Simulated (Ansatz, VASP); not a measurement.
## SrCl2 in VASP and in Ansatz

```xyz
3
Lattice="0.0000 3.4977 3.5327 3.4977 0.0000 3.5327 3.4977 3.4977 0.0000" Properties=species:S:1:pos:R:3 pbc="T T T"
Sr    0.0000    0.0000    0.0000
Cl    1.7489    1.7489    1.7663
Cl    5.2466    5.2466    5.2990
```

Change from the starting cell: uniaxial_z strain +1.0%.

Alike in both runs: task single point; functional PBE; k mesh 6 × 6 × 6; occupations fermi-dirac, width 0.02 eV; no spin polarisation.

|  | VASP | Ansatz |
| --- | --- | --- |
| version | VASP 6.6.1 | Ansatz 0.2.0 |
| potentials or method | VASP PAW PBE potentials, release 64 (Sr_sv, Cl) | plane waves, PAW |
| plane-wave cutoff (eV) | 520 | 420 |
| valence electrons in the cell | 24 | 24 |

```csv
,VASP,Ansatz,Ansatz less VASP
gap on the k mesh at the Fermi level (eV),5.25,5.25,+0.005
pressure (GPa),0.4,0.3,-0.08
"traceless stress, the component that is largest in VASP (GPa)",-0.33,-0.33,-0.002
```
